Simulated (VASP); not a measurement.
Input of a VASP 6.6.1 run:

The input INCAR:

```
SYSTEM = N
PREC = Accurate
ENCUT = 520
EDIFF = 1E-6
ISMEAR = -1
SIGMA = 0.02
LREAL = .False.
LASPH = .True.
NELM = 80
ALGO = Normal
ISIF = 2
LWAVE = .False.
LCHARG = .True.
GGA = PS
LELF = .True.
LVHAR = .True.
NBANDS = 18
```

The input KPOINTS:

```
regular mesh
0
Gamma
  4 4 4
  0 0 0
```

File POSCAR:

```
N
1.0
    5.7619800000      0.0000000000      0.0000000000
    0.0000000000      5.7619800000      0.0000000000
    0.0000000000      0.0000000000      5.6490000000
N
4
Direct
    0.0300000000      0.0300000000      0.0300000000
    0.4700000000      0.9700000000      0.5300000000
    0.5300000000      0.4700000000      0.9700000000
    0.9700000000      0.5300000000      0.4700000000
```

Potentials or basis: VASP PAW PBE potentials, release 64 (N).

Launch:

```console
$ cat potpaw_PBE.64/N/POTCAR > POTCAR
$ mpirun -np 1 vasp_std > vasp.out
```

(1) Estimate the pressure.

(2) Predict the band gap on the k mesh.

(3) What does it give for the largest force?

## Answers

(1) -3.8 GPa.

(2) zero (band 10 reaches -5.37 eV, above the bottom of band 11 at -5.52 eV).

(3) 0.368 eV/Å.

Caveat: the cell differs from its parent crystal (equal xx and yy strain of +2 %); the PAW data sets were made with another functional, which shifts forces and pressure a little.
